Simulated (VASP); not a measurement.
## Pt: single point with PBE

Pt:

```xyz
2
Lattice="2.8965 0.0000 0.0000 -1.4482 2.5084 0.0000 0.0000 0.0000 4.7814" Properties=species:S:1:pos:R:3 pbc="T T T"
Pt    1.4482    0.8361    3.5860
Pt    0.0000    1.6723    1.1953
```

This cell differs from its parent crystal: normal strain along x +0.0500, normal strain along y +0.0500.

```yaml
Program: VASP 6.6.1
Task: single point
Functional: PBE
Potentials_or_basis: VASP PAW PBE potentials, release 64 (Pt)
Cutoff: 520 eV
k_mesh: 18 × 18 × 10
Occupations: gaussian, width 0.15 eV
Spin: no spin polarisation
Dipole_correction: no
Further_INCAR_settings: ALGO = Normal; EDIFF = 1e-06; NBANDS = 17
```

```json
{
  "Pressure": "-18.5 GPa",
  "Band gap on the k mesh": "zero (band 10 reaches 9.01 eV, above the bottom of band 11 at 8.01 eV)"
}
```

Stress tensor (GPa, compression positive):
```
-20.30   0.00   0.00
  0.00 -20.30   0.00
  0.00   0.00 -15.03
```

Levels at points of the mesh, in eV from the Fermi level:
```tsv
k point	band 8	band 9	band 10	band 11	band 12	band 13
(0.00, 0.00, 0.00)	-1.83	-1.83	-0.22	-0.22	0.03	4.69
(0.50, 0.00, 0.00)	0.04	0.11	0.26	1.99	3.19	7.06
(0.00, 0.00, 0.50)	-2.95	-0.73	-0.73	-0.73	-0.73	12.29
(0.50, 0.00, 0.50)	-0.66	0.17	0.17	1.73	1.73	5.61
```

It took 52 s on 1 thread of Intel(R) Xeon(R) Platinum 8259CL CPU @ 2.50GHz (Skylake/Cascade Lake) (shared host), peak memory 0.24 GiB.

Caveat: the cell differs from its parent crystal (normal strain along x +0.0500, normal strain along y +0.0500); spin-orbit coupling is left out, which moves the levels of the heavy elements.
